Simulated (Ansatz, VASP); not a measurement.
# Two plane-wave programs on AlCu3

```xyz
4
Lattice="-0.3359 2.6917 2.6917 2.6917 -0.3359 2.6917 2.6917 2.6917 -0.3359" Properties=species:S:1:pos:R:3 pbc="T T T"
Al    0.0000    0.0000    0.0000
Cu    2.5238    2.5238    2.5238
Cu    1.2619    1.2619    1.2619
Cu    3.7857    3.7857    3.7857
```

Alike in both runs: task single point; functional LDA; k mesh 14 × 14 × 14; occupations gaussian, width 0.15 eV; no spin polarisation.

```csv
,VASP,Ansatz
version,VASP 6.6.1,Ansatz 0.2.0
potentials or method,"VASP PAW LDA potentials, release 64 (Al, Cu), cutoff 520 eV","scalar-relativistic, plane waves, PAW"
valence electrons in the cell,36,60
```

```csv
,VASP,Ansatz,Ansatz less VASP
gap on the k mesh at the Fermi level (eV),none,none,-
pressure (GPa),9.2,8.5,-0.66
"traceless stress, the component that is largest in VASP (GPa)",22.13,22.06,-0.073
rms of the force components (eV/Å),0.042,0.048,+0.0057
```

Ansatz warns that its potentials were made for another functional, while VASP's fit it. LDA's correlation is that of Perdew and Zunger in VASP and of Perdew and Wang (1992) in Ansatz. Atom by atom the forces differ by 0.006 eV/Å (rms over components). A gap of «none» marks a metal or a gap that the smearing closes. VASP's potentials hold 36 valence electrons a cell and Ansatz's 60, so a difference there can come from the potentials and not from the codes.
